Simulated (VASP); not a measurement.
# GaAs3 (Pm-3n) in VASP: single point with PBE

Aim: the single point of GaAs3 with PBE.

All numbers are computed with VASP 6.6.1; they aren't measurements. Logs are shortened: lines on timing, memory, paths and dates and some standing lists are left out, and cuts for length are marked.

## (1) The cell of the first run

It takes space group Pm-3n (No. 223, cubic). Conventional cell: a = 5.402 Å, b = 5.402 Å, c = 5.402 Å, α = 90.00°, β = 90.00°, γ = 90.00°. Within 4.0 Å of Ga (site symmetry m-3) lie 12 As at 3.02 Å. Within 3.6 Å of As (site symmetry -4m2) lie 10 As at 2.70 to 3.31 Å and 4 Ga at 3.02 Å.

The cell was built from a structure type or drawn by symmetry, and may not be a known phase.

## (2) Single point, PBE

INCAR

```
SYSTEM = GaAs3
  PREC = Accurate
  ENCUT = 500
  EDIFF = 1E-6
  ISMEAR = 0
  SIGMA = 0.2
  LREAL = .False.
  LASPH = .True.
  NELM = 120
  ALGO = Normal
  ISIF = 2
  LWAVE = .False.
  LCHARG = .True.
  GGA = PE
  LELF = .True.
  LVHAR = .True.
  NBANDS = 38
  GGA_COMPAT = .False.
```

KPOINTS

```
Automatic mesh
0
Gamma
  3 3 3
  0 0 0
```

POSCAR

```
GaAs3
1.0
    5.4019192097      0.0000000000      0.0000000000
    0.0000000000      5.4019192097      0.0000000000
    0.0000000000      0.0000000000      5.4019192097
Ga As
2 6
Direct
    0.5000000000      0.5000000000      0.5000000000
    0.0000000000      0.0000000000      0.0000000000
    0.5000000000      0.2500000000      0.0000000000
    0.5000000000      0.7500000000      0.0000000000
    0.2500000000      0.0000000000      0.5000000000
    0.7500000000      0.0000000000      0.5000000000
    0.0000000000      0.5000000000      0.2500000000
    0.0000000000      0.5000000000      0.7500000000
```

Potentials or basis: VASP PAW PBE potentials, release 64 (Ga_d, As).

The run is started by

```
cat potpaw_PBE.64/Ga_d/POTCAR potpaw_PBE.64/As/POTCAR > POTCAR
mpirun -np 1 vasp_std > vasp.out
```

OUTCAR:

```text
SYSTEM = GaAs3
   PREC = Accurate
   ENCUT = 500
   EDIFF = 1E-6
   ISMEAR = 0
   LREAL = .False.
   LASPH = .True.
   NELM = 120
   ISIF = 2
   GGA = PE

 ion  position               nearest neighbor table
   1  0.500  0.500  0.500-
   2  0.000  0.000  0.000-
   3  0.500  0.250  0.000-   4 2.70   4 2.70
   4  0.500  0.750  0.000-   3 2.70   3 2.70
   5  0.250  0.000  0.500-   6 2.70   6 2.70
   6  0.750  0.000  0.500-   5 2.70   5 2.70
   7  0.000  0.500  0.250-   8 2.70   8 2.70
   8  0.000  0.500  0.750-   7 2.70   7 2.70

  LATTYP: Found a simple cubic cell.
 ALAT       =     5.4019192097

  Lattice vectors:

 A1 = (   5.4019192097,   0.0000000000,   0.0000000000)
 A2 = (   0.0000000000,   5.4019192097,   0.0000000000)
 A3 = (   0.0000000000,   0.0000000000,   5.4019192097)

Analysis of symmetry for initial positions (statically):
=====================================================================
 Subroutine PRICEL returns:
 Original cell was already a primitive cell.

 Routine SETGRP: Setting up the symmetry group for a
 simple cubic supercell.

 Subroutine GETGRP returns: Found 48 space group operations
 (whereof 24 operations were pure point group operations)
 out of a pool of 48 trial point group operations.

The static configuration has the point symmetry T_h .
 The point group associated with its full space group is O_h .

Analysis of symmetry for dynamics (positions and initial velocities):
=====================================================================
 Subroutine PRICEL returns:
 Original cell was already a primitive cell.

 Routine SETGRP: Setting up the symmetry group for a
 simple cubic supercell.

 Subroutine GETGRP returns: Found 48 space group operations
 (whereof 24 operations were pure point group operations)
 out of a pool of 48 trial point group operations.

The dynamic configuration has the point symmetry T_h .
 The point group associated with its full space group is O_h .

 Subroutine INISYM returns: Found 48 space group operations
 (whereof 24 operations are pure point group operations),
 and found     1 'primitive' translations

----------------------------------------------------------------------------------------

                                     Primitive cell

  volume of cell :     157.6320

  direct lattice vectors                    reciprocal lattice vectors
     5.401919210  0.000000000  0.000000000     0.185119392  0.000000000  0.000000000
     0.000000000  5.401919210  0.000000000     0.000000000  0.185119392  0.000000000
     0.000000000  0.000000000  5.401919210     0.000000000  0.000000000  0.185119392

  length of vectors
     5.401919210  5.401919210  5.401919210     0.185119392  0.185119392  0.185119392

  position of ions in fractional coordinates (direct lattice)
     0.500000000  0.500000000  0.500000000
     0.000000000  0.000000000  0.000000000
     0.500000000  0.250000000  0.000000000
     0.500000000  0.750000000  0.000000000
     0.250000000  0.000000000  0.500000000
     0.750000000  0.000000000  0.500000000
     0.000000000  0.500000000  0.250000000
     0.000000000  0.500000000  0.750000000

  ion indices of the primitive-cell ions
   primitive index   ion index
                 1           1
                 2           2
                 3           3
                 4           4
                 5           5
                 6           6
                 7           7
                 8           8

----------------------------------------------------------------------------------------

 KPOINTS: Automatic mesh

Automatic generation of k-mesh.
 Grid dimensions read from file:
 generate k-points for:    3    3    3

 Generating k-lattice:

  Cartesian coordinates                     Fractional coordinates (reciprocal lattice)
     0.061706464  0.000000000  0.000000000     0.333333333  0.000000000  0.000000000
     0.000000000  0.061706464  0.000000000     0.000000000  0.333333333  0.000000000
     0.000000000  0.000000000  0.061706464     0.000000000  0.000000000  0.333333333

  Length of vectors
     0.061706464  0.061706464  0.061706464

  Shift w.r.t. Gamma in fractional coordinates (k-lattice)
     0.000000000  0.000000000  0.000000000

 Subroutine IBZKPT returns following result:
 ===========================================

 Found      4 irreducible k-points:

 Following reciprocal coordinates:
            Coordinates               Weight
  0.000000  0.000000  0.000000      1.000000
  0.333333  0.000000  0.000000      6.000000
  0.333333  0.333333  0.000000     12.000000
  0.333333  0.333333  0.333333      8.000000
   k-points           NKPTS =      4   k-points in BZ     NKDIM =      4   number of bands    NBANDS=     38
   number of dos      NEDOS =    301   number of ions     NIONS =      8
   total plane-waves  NPLWV =  64000
   dimension x,y,z NGX =    40 NGY =   40 NGZ =   40
   dimension x,y,z NGXF=    80 NGYF=   80 NGZF=   80
   ions per type =               2   6
   NGX,Y,Z   is equivalent  to a cutoff of  12.31, 12.31, 12.31 a.u.
   NGXF,Y,Z  is equivalent  to a cutoff of  24.62, 24.62, 24.62 a.u.
 SYSTEM =  GaAs3
   PREC   = accura    normal or accurate (medium, high low for compatibility)
   ISTART =      0    job   : 0-new  1-cont  2-samecut
   ICHARG =      2    charge: 1-file 2-atom 10-const
   ISPIN  =      1    spin polarized calculation?
   LNONCOLLINEAR =      F non collinear calculations
   LSORBIT =      F    spin-orbit coupling
   LASPH  =      T    aspherical Exc in radial PAW
   ENCUT  =  500.0 eV  36.75 Ry    6.06 a.u.   9.85  9.85  9.85*2*pi/ulx,y,z
   NELM   =    120;   NELMIN=  2; NELMDL= -5     # of ELM steps
   EDIFF  = 0.1E-05   stopping-criterion for ELM
   LREAL  =      F    real-space projection
   EDIFFG = 0.1E-04   stopping-criterion for IOM
   NSW    =      0    number of steps for IOM
   IBRION =     -1    ionic relax: 0-MD 1-quasi-New 2-CG
   NFREE  =      0    steps in history (QN), initial steepest desc. (CG)
   ISIF   =      2    stress and relaxation
   ISYM   =      2    0-nonsym 1-usesym 2-fastsym
   POTIM  = 0.5000    time-step for ionic-motion
   TEBEG  =    0.0;   TEEND  =   0.0 temperature during run
   PSTRESS=    0.0 pullay stress
   NELECT =      56.0000    total number of electrons
   NUPDOWN=      -1.0000    fix difference up-down
   EMIN   =  10.00;   EMAX   =-10.00  energy-range for DOS
   EFERMI =   0.00;   METHOD = LEGACY
   ISMEAR =     0;   SIGMA  =   0.20  broadening in eV -4-tet -1-fermi 0-gaus
   EFERMI_NEDOS =   21; number of points for ismear=-14 and -15
   IALGO  =     38    algorithm
   IMIX   =      4    mixing-type and parameters
     AMIX     =   0.40;   BMIX     =  1.00
     AMIX_MAG =   1.60;   BMIX_MAG =  1.00
  volume/ion in A,a.u.               =      19.70       132.97
  Fermi-wavevector in a.u.,A,eV,Ry     =   1.159461  2.191063 18.290985  1.344349
  Thomas-Fermi vector in A             =   2.296053
   LORBIT       =      0    0 simple, 1 ext, 2 COOP (PROOUT), +10 PAW based schemes
   GGA     = PE    functional components
   LHFCALC =     F    Hartree Fock is set to
   AEXX    =    0.0000 exact exchange contribution
   IVDW    =     0    specifies the selected vdW correction
   LEPSILON=     F    determine dielectric tensor
   LRPA    =     F    only Hartree local field effects (RPA)
 non-spin polarized calculation
 Gauss-broadening in eV      SIGMA  =   0.20
  energy-cutoff  :      500.00
  volume of cell :      157.63
 maximum number of plane-waves:      4020
 NGX is ok and might be reduce to    40
   NGX = 19   NGY = 19   NGZ = 19

 number of electron      56.0000049 magnetization

 Free energy of the ion-electron system (eV)
  ---------------------------------------------------
  ext. energy  EPLUGINS =         0.00000000
  ---------------------------------------------------
  free energy    TOTEN  =       -30.38874618 eV

  energy without entropy =      -30.21763312  energy(sigma->0) =      -30.30318965

 E-fermi :   6.0374     XC(G=0): -10.6607

 val. band max:        6.0322413529   @ k =   0.3333   0.3333   0.3333
 cond. band min:       6.1324276990   @ k =   0.3333   0.3333   0.0000
 fundamental gap:      0.1001863460
 Fermi energy:         6.0374302749

 k-point     1 :       0.0000    0.0000    0.0000
  band No.  band energies     occupation
      1      -8.8625      2.00000
      2      -8.8625      2.00000
      3      -8.8178      2.00000
      4      -8.8178      2.00000
      5      -8.8133      2.00000
      6      -8.8133      2.00000
[... 30 lines left out ...]
     37      10.7881      0.00000
     38      10.7881      0.00000

 k-point     2 :       0.3333    0.0000    0.0000
  band No.  band energies     occupation
      1      -8.8483      2.00000
      2      -8.8449      2.00000
      3      -8.8258      2.00000
      4      -8.8207      2.00000
      5      -8.8138      2.00000
      6      -8.8138      2.00000
[... 30 lines left out ...]
     37      11.0883      0.00000
     38      11.0886      0.00000

 k-point     3 :       0.3333    0.3333    0.0000
  band No.  band energies     occupation
      1      -8.8431      2.00000
      2      -8.8360      2.00000
      3      -8.8277      2.00000
      4      -8.8219      2.00000
      5      -8.8167      2.00000
      6      -8.8149      2.00000
[... 30 lines left out ...]
     37      10.1967      0.00000
     38      10.7146      0.00000

 k-point     4 :       0.3333    0.3333    0.3333
  band No.  band energies     occupation
      1      -8.8280      2.00000
      2      -8.8280      2.00000
      3      -8.8248      2.00000
      4      -8.8248      2.00000
      5      -8.8223      2.00000
      6      -8.8135      2.00000
[... 30 lines left out ...]
     37      10.1414      0.00000
     38      10.1415      0.00000

------------------------ aborting loop because EDIFF is reached ----------------------------------------

  FORCE on cell =-STRESS in cart. coord.  units (eV):
  Direction    XX          YY          ZZ          XY          YZ          ZX
  --------------------------------------------------------------------------------------
  -------------------------------------------------------------------------------------
  Total       -0.0537782     -0.0537782     -0.0537782      0.0000000      0.0000000      0.0000000
  in kB       -0.5466032     -0.5466032     -0.5466032      0.0000000      0.0000000      0.0000000
  external PRESSURE =      -0.5466032 kB  Pullay stress =       0.0000000 kB

 VOLUME and BASIS-vectors are now :
 -----------------------------------------------------------------------------
  energy-cutoff  :      500.00
  volume of cell :      157.63
      direct lattice vectors                 reciprocal lattice vectors
     5.401919210  0.000000000  0.000000000     0.185119392  0.000000000  0.000000000
     0.000000000  5.401919210  0.000000000     0.000000000  0.185119392  0.000000000
     0.000000000  0.000000000  5.401919210     0.000000000  0.000000000  0.185119392

 POSITION                                       TOTAL-FORCE (eV/Angst)
 -----------------------------------------------------------------------------------
      2.70096      2.70096      2.70096         0.000000      0.000000      0.000000
      0.00000      0.00000      0.00000         0.000000      0.000000      0.000000
      2.70096      1.35048      0.00000        -0.000000      0.000000     -0.000000
      2.70096      4.05144      0.00000         0.000000     -0.000000      0.000000
      1.35048      0.00000      2.70096        -0.000000     -0.000000     -0.000000
      4.05144      0.00000      2.70096         0.000000     -0.000000     -0.000000
      0.00000      2.70096      1.35048        -0.000000     -0.000000      0.000000
      0.00000      2.70096      4.05144         0.000000      0.000000      0.000000
 -----------------------------------------------------------------------------------
    total drift:                               -0.000000      0.000000     -0.000000

  FREE ENERGIE OF THE ION-ELECTRON SYSTEM (eV)
  ---------------------------------------------------
  free  energy   TOTEN  =       -30.3887461849 eV

  energy  without entropy=      -30.2176331160  energy(sigma->0) =      -30.30318965
```

Run time: 26 s. Hardware: 1 thread of Intel Xeon Platinum 8488C (Sapphire Rapids), shared host; peak memory 0.23 GiB.

Results:

| Property | Result |
| --- | --- |
| Free energy | -30.3887 eV |
| Pressure | -0.1 GPa |
| Band gap on the k mesh | zero (bands 28 and 29 overlap by 1.82 eV) |

Levels at points of the mesh, in eV from the Fermi level:
```csv
k point,band 26,band 27,band 28,band 29,band 30,band 31,band 32,band 33
"(0.00, 0.00, 0.00)",-1.87,-1.73,-1.73,-1.73,-0.98,0.99,0.99,0.99
```

Caveat: the k points lie up to 0.39 Å⁻¹ apart, too coarse for converged energies and pressures of a metal.
